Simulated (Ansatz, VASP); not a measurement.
**Two plane-wave programs on MgO**

```
Mg O
1.0
     0.00000    2.14190    2.14190
     2.14190    0.00000    2.14190
     2.14190    2.14190    0.00000
Mg O
1 1
Direct
  0.00000 0.00000 0.00000
  0.50000 0.50000 0.50000
```

Alike in both runs: task single point; functional HSE06; k mesh 6 × 6 × 6; occupations gaussian, width 0.02 eV; no spin polarisation.

```csv
,VASP,Ansatz
version,VASP 6.6.1,Ansatz 0.2.0
potentials or method,"VASP PAW PBE potentials, release 64 (Mg, O), cutoff 520 eV","scalar-relativistic, plane waves, PAW"
valence electrons in the cell,8,16
```

Ansatz gave:

- gap on the k mesh at the Fermi level (eV): 5.96
- least direct gap on the mesh (eV): 5.96
- pressure (GPa): -8.6

Question: Estimate VASP's values.

Answer: gap on the k mesh at the Fermi level (eV): 5.91; least direct gap on the mesh (eV): 5.91; pressure (GPa): -9.0.

VASP's potentials hold 8 valence electrons a cell and Ansatz's 16, so a difference there can come from the potentials and not from the codes. Ansatz's warnings: stress exchange threshold loose, stress scf threshold loose.

The k mesh is coarse, so the values compare programs but aren't converged.
